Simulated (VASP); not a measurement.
Wanted: the native input for a VASP 6.6.1 run.

```yaml
Task: single point
Functional: revPBE
Potentials_or_basis: VASP PAW PBE potentials, release 64 (Co_sv, O)
Cutoff: 600 eV
k_mesh: 11 × 11 × 11
Occupations: fermi-dirac, width 0.05 eV
Spin: collinear spin, ferromagnetic start
Starting_moments: "[2.0, 0.0] μB"
Dipole_correction: no
Second_run: valence_matched
Further_INCAR_settings: ALGO = Normal; EDIFF = 1e-06; NBANDS = 22
```

The structure of CoO lies in POSCAR:

```
CoO
1.0
    0.0000000000      2.0879877907      2.0879877907
    2.0879877907      0.0000000000      2.0879877907
    2.0879877907      2.0879877907      0.0000000000
Co O
1 1
Direct
    0.0000000000      0.0000000000      0.0000000000
    0.5000000000      0.5000000000      0.5000000000
```

One way to write it, as run:

INCAR

```
SYSTEM = CoO
PREC = Accurate
ENCUT = 600
EDIFF = 1E-6
ISMEAR = -1
SIGMA = 0.05
LREAL = .FALSE.
LASPH = .TRUE.
NELM = 200
ALGO = Normal
ISIF = 2
LWAVE = .FALSE.
LCHARG = .FALSE.
ISPIN = 2
MAGMOM = 2 0
LORBIT = 11
LMAXMIX = 4
GGA = RE
NBANDS = 22
GGA_COMPAT = .FALSE.
```

KPOINTS

```
regular mesh
0
G
  11 11 11
  0 0 0
```

Potentials or basis: VASP PAW PBE potentials, release 64 (Co_sv, O).

Command:

```sh
$ cat potpaw_PBE.64/Co_sv/POTCAR potpaw_PBE.64/O/POTCAR > POTCAR
$ mpirun -np 1 vasp_std > vasp.out
```

Results of the run:

```yaml
Pressure: 11.5 GPa
Net_moment: 2.79 μB per cell
Site_moments: Co +2.44; O +0.27 μB
Valence_electrons_inside_the_program's_atomic_spheres: Co 14.91; O 5.02
```

Caveat: the PAW data sets were made with another functional, which shifts forces and pressure a little; a cell with one magnetic atom can't hold antiferromagnetic order, which such compounds often take.

It took 38 s on 1 thread of Intel(R) Xeon(R) Platinum 8375C CPU @ 2.90GHz (Ice Lake), on a shared host, peak memory 0.17 GiB.
